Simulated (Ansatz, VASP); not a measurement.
**One calculation of Zn4SeS3, two programs**

```
CELL_PARAMETERS angstrom
3.95961 -0.03198 -0.07654
-0.03198 3.98736 -0.05664
-0.21640 -0.16013 10.91612
ATOMIC_POSITIONS crystal
Zn 0.49048 0.05054 0.89005
Zn 0.96195 0.46530 0.13026
Zn 0.50245 0.00588 0.34699
Zn 0.04681 0.46939 0.62638
Se 0.02197 0.98094 0.51531
S 0.06746 0.04430 0.98486
S 0.46366 0.49555 0.23668
S 0.44523 0.48809 0.76947
```

Change from the starting cell: cell x1, atoms moved at random (sigma 0.15 Å) and cell strained at random (1.5 %), then relaxed without symmetry.

Alike in both runs: task relaxation of cell and atoms; functional PBE; k mesh 4 × 4 × 2; occupations gaussian, width 0.1 eV; no spin polarisation.

|  | VASP | Ansatz |
| --- | --- | --- |
| version | VASP 6.6.1 | Ansatz 0.2.0 |
| potentials or method | VASP PAW PBE potentials, release 64 (Zn, Se, S), cutoff 600 eV | scalar-relativistic, plane waves, PAW |
| valence electrons in the cell | 72 | 82 |

```tsv
	VASP	Ansatz	Ansatz less VASP
gap on the k mesh at the Fermi level, each at its own relaxed structure (eV)	1.69	1.70	+0.012
relaxed volume (Å³/atom)	21.06	21.00	-0.064
relaxed length of the cell vector where the two differ most in proportion (Å)	10.986	10.971	-0.0154
```

VASP's potentials hold 72 valence electrons a cell and Ansatz's 82, so a difference there can come from the potentials and not from the codes.
